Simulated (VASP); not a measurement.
## Sr: single point with PBEsol

The system is Sr.

```
Sr
1.0
    10.66613    0.00000    0.00000
    -5.33307    9.23714    0.00000
     0.00000    0.00000    4.35807
Sr
1
Direct
  0.00000 0.00000 0.00000
```

This cell differs from its parent crystal: strained.

```json
{
  "Program": "VASP 6.6.1",
  "Task": "single point",
  "Functional": "PBEsol",
  "Potentials or basis": "VASP PAW PBE potentials, release 64 (Sr_sv)",
  "Cutoff": "520 eV",
  "k mesh": "6 × 6 × 8",
  "Occupations": "gaussian, width 0.05 eV",
  "Spin": "no spin polarisation"
}
```

| Property | Result |
| --- | --- |
| Pressure | 0.0 GPa |

Stress tensor (GPa, compression positive):
```
0.00 0.00 0.00
0.00 0.00 0.00
0.00 0.00 0.14
```

Levels at points of the mesh, in eV from the Fermi level:
| k point | band 1 | band 2 | band 3 | band 4 | band 5 | band 6 | band 7 | band 8 | band 9 | band 10 |
| --- | --- | --- | --- | --- | --- | --- | --- | --- | --- | --- |
| (0.00, 0.00, 0.00) | -38.36 | -20.35 | -20.35 | -20.19 | -2.29 | 0.35 | 0.42 | 0.42 | 0.76 | 0.76 |
| (0.50, 0.00, 0.00) | -38.36 | -20.35 | -20.35 | -20.19 | -2.27 | 0.21 | 0.37 | 0.42 | 0.75 | 0.82 |
| (0.00, 0.00, 0.50) | -38.36 | -20.34 | -20.34 | -20.27 | -0.17 | 0.15 | 0.29 | 0.29 | 1.33 | 1.33 |
| (0.50, 0.00, 0.50) | -38.36 | -20.34 | -20.34 | -20.27 | -0.15 | 0.16 | 0.27 | 0.28 | 1.33 | 1.34 |

It took 3 min on 1 thread of Intel(R) Xeon(R) Platinum 8259CL CPU @ 2.50GHz (Skylake/Cascade Lake) (shared host), peak memory 0.56 GiB.

Caveat: the cell differs from its parent crystal (strained); the PAW data sets were made with another functional, which shifts forces and pressure a little.
